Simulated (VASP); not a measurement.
H6C3O2, 33 atoms in the cell. The cell holds a disordered packing, 33 atoms: a = 7.797 Å, b = 7.797 Å, c = 7.797 Å, α = 90.00°, β = 90.00°, γ = 90.00°. 

| Property | Result |
| --- | --- |
| Program | VASP 6.6.1 |
| Task | single point |
| Functional | PBE |
| Dispersion | D3(BJ) |
| Potentials or basis | VASP PAW PBE potentials, release 64 (C, O, H) |
| Cutoff | 520 eV |
| k mesh | 1 × 1 × 1 |
| Occupations | fermi-dirac, width 0.05 eV |
| Spin | no spin polarisation |
| Dipole correction | no |
| Further INCAR settings | LREAL = Auto; ALGO = Normal; EDIFF = 1e-06; NBANDS = 67 |

Potentials or basis: VASP PAW PBE potentials, release 64 (C, O, H).

The run is started by

```bash
$ cat potpaw_PBE.64/C/POTCAR potpaw_PBE.64/O/POTCAR potpaw_PBE.64/H/POTCAR > POTCAR
$ mpirun -np 1 vasp_gam > vasp.out
```

Hardware: 1 thread of AMD EPYC 7R13 Processor (Zen 3), on a shared host.

Q: Estimate the wall time of this run.

A: Wall time 44 s on 1 thread of AMD EPYC 7R13 Processor (Zen 3), with other jobs on the host, peak memory 0.48 GiB. Counts: scf iterations 17, k points 1.
